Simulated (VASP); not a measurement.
The system is C.

```
C
1.0
     2.10776    0.00000    0.00000
    -1.05388    1.82538    0.00000
     0.00000    0.00000    3.70167
C
2
Direct
  0.33333 0.66667 0.25000
  0.66667 0.33333 0.75000
```

```yaml
Program: VASP 6.6.1
Task: relaxation of cell and atoms
Functional: r2SCAN
Potentials_or_basis: VASP PAW PBE potentials, release 64 (C)
Cutoff: 600 eV
k_mesh: 30 × 30 × 16
Occupations: gaussian, width 0.1 eV
Spin: no spin polarisation
```

At the start: pressure -1.6 GPa; volume 7.12 Å³/atom.

Q: How do energy, volume and symmetry change on relaxing?

A: Over 26 steps the energy falls by 458.8 meV/atom and the volume is 7.04 Å³/atom (-1.1 %); space group P6_3/mmc (No. 194, to 0.1 Å) before and after.

The path:
| step | energy change (eV) | largest force (eV/Å) | pressure (GPa) | volume (Å³) |
| --- | --- | --- | --- | --- |
| 1 | 0.0000 | 0.0000 | -1.56 | 14.24 |
| 2 | -0.0226 | 0.0000 | 0.13 | 14.10 |
| 3 | -0.0976 | 0.0000 | 5.63 | 13.63 |
| 4 | -0.1786 | 0.0000 | 21.65 | 12.56 |
| 5 | 0.3326 | 0.0000 | 139.03 | 10.06 |
| 6 | -0.1792 | 0.0000 | 23.54 | 12.45 |
| 7 | -0.3021 | 0.0000 | 40.39 | 11.30 |
| 8 | -0.2372 | 0.0000 | 76.94 | 10.69 |
| 9 | -0.3127 | 0.0000 | 58.50 | 10.96 |
| 10 | -0.2992 | 0.0000 | 63.39 | 10.88 |
| 11 | -0.3002 | 0.0000 | 63.86 | 10.88 |
| 12 | -0.3025 | 0.0000 | 65.30 | 10.87 |
| 13 | -0.3035 | 0.0000 | 68.37 | 10.84 |
| 14 | -0.3075 | 0.0000 | 68.07 | 10.85 |
| 15 | -0.3194 | 0.0000 | 67.16 | 10.88 |
| 16 | -0.3428 | 0.0000 | 65.38 | 10.93 |
| 17 | -0.3878 | 0.0000 | 61.90 | 11.03 |
| 18 | -0.4708 | 0.0000 | 55.30 | 11.25 |
| 19 | -0.6118 | 0.0000 | 43.26 | 11.68 |
| 20 | -0.8061 | 0.0000 | 22.92 | 12.56 |
| 21 | -0.9138 | 0.0000 | -3.55 | 14.43 |
| 22 | -0.9173 | 0.0000 | -1.08 | 14.16 |
| 23 | -0.9173 | 0.0000 | -0.33 | 14.09 |
| 24 | -0.9175 | 0.0000 | -0.23 | 14.09 |
| 25 | -0.9177 | 0.0000 | 0.09 | 14.08 |
| 26 | -0.9177 | 0.0000 | 0.17 | 14.08 |

Final structure:
```
C
1.0
     1.70719    0.00000    0.00000
    -0.85359    1.47847    0.00000
     0.00000    0.00000    5.57881
C
2
Direct
  0.33333 0.66667 0.25000
  0.66667 0.33333 0.75000
```

Caveat: a cell axis changed by over 15 % at a fixed basis, so the end point is rough; the PAW data sets were made with another functional, which shifts forces and pressure a little.
